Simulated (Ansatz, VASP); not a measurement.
## Two plane-wave programs on AlIn3As4

Contents of INCAR:

```
PREC     = Accurate       # precision mode
ENCUT    = 600            # plane-wave cutoff, eV
EDIFF    = 1E-6           # SCF threshold, eV
ISMEAR   = 0              # smearing method
SIGMA    = 0.1            # smearing width, eV
LREAL    = F              # projectors in reciprocal space
LASPH    = T              # aspherical terms in the spheres
NELM     = 60             # most SCF steps
ALGO     = Normal         # electronic algorithm
ISIF     = 3              # what is computed and relaxed
LWAVE    = F              # write WAVECAR
LCHARG   = F              # write CHGCAR
GGA      = PE             # functional
IBRION   = 2              # ionic algorithm
NSW      = 90             # ionic steps
EDIFFG   = -0.04          # ionic threshold
```

The input KPOINTS:

```
regular mesh
0
Gamma
  4 4 4
```

Contents of POSCAR:

```
AlIn3As4
1.0
   -2.8624136000      2.8624136000      5.7248272000
    2.8624136000     -2.8624136000      5.7248272000
    2.8624136000      2.8624136000     -5.7248272000
Al In As
1 3 4
Direct
    0.5000000000      0.5000000000      0.0000000000
    0.7500000000      0.2500000000      0.5000000000
    0.2500000000      0.7500000000      0.5000000000
    0.0000000000      0.0000000000      0.0000000000
    0.8750000000      0.3750000000      0.0000000000
    0.3750000000      0.8750000000      0.0000000000
    0.1250000000      0.1250000000      0.5000000000
    0.6250000000      0.6250000000      0.5000000000
```

Input for Ansatz:

```yaml
crystal:
  lattice:
    - [-2.8624136, 2.8624136, 5.7248272]
    - [2.8624136, -2.8624136, 5.7248272]
    - [2.8624136, 2.8624136, -5.7248272]
  atoms:
    - { symbol: Al, position: [0.5, 0.5, 0.0] }
    - { symbol: In, position: [0.75, 0.25, 0.5] }
    - { symbol: In, position: [0.25, 0.75, 0.5] }
    - { symbol: In, position: [0.0, 0.0, 0.0] }
    - { symbol: As, position: [0.875, 0.375, 0.0] }
    - { symbol: As, position: [0.375, 0.875, 0.0] }
    - { symbol: As, position: [0.125, 0.125, 0.5] }
    - { symbol: As, position: [0.625, 0.625, 0.5] }
basis:
  ecutwfc: 420
kpoints:
  mp_grid: { grid: [4, 4, 4] }
hamiltonian:
  xc: pbe
scf:
  occupations: { method: gaussian, width: 0.1 }
  lower_state_search: "off"
output:
  forces: true
  stress: true
  eigenvalues: true
relax:
  adjacent_minimum: "off"
  f_tol: 0.04
  max_steps: 70
  cell: { stress_tol: 0.4 }
```

Alike in both runs: task relaxation of cell and atoms; functional PBE; k mesh 4 × 4 × 4; occupations gaussian, width 0.1 eV; no spin polarisation.

```csv
,VASP,Ansatz
version,VASP 6.6.1,Ansatz 0.2.0
potentials or method,"VASP PAW PBE potentials, release 64 (Al, In_d, As), cutoff 600 eV","scalar-relativistic, plane waves, PAW"
valence electrons in the cell,62,102
```

```csv
,VASP,Ansatz,Ansatz less VASP
"gap on the k mesh at the Fermi level, each at its own relaxed structure (eV)",none,none,-
relaxed volume (Å³/atom),27.98,27.86,-0.121
relaxed cell length with the largest relative difference (Å),7.434,7.423,-0.0112
```

A gap of «none» marks a metal or a gap that the smearing closes. VASP's potentials hold 62 valence electrons a cell and Ansatz's 102, so a difference there can come from the potentials and not from the codes.

The k mesh is coarse, so the values compare programs but aren't converged. Noted on VASP's run: the volume moved by over 15 % at a fixed basis, so the end points are rough.
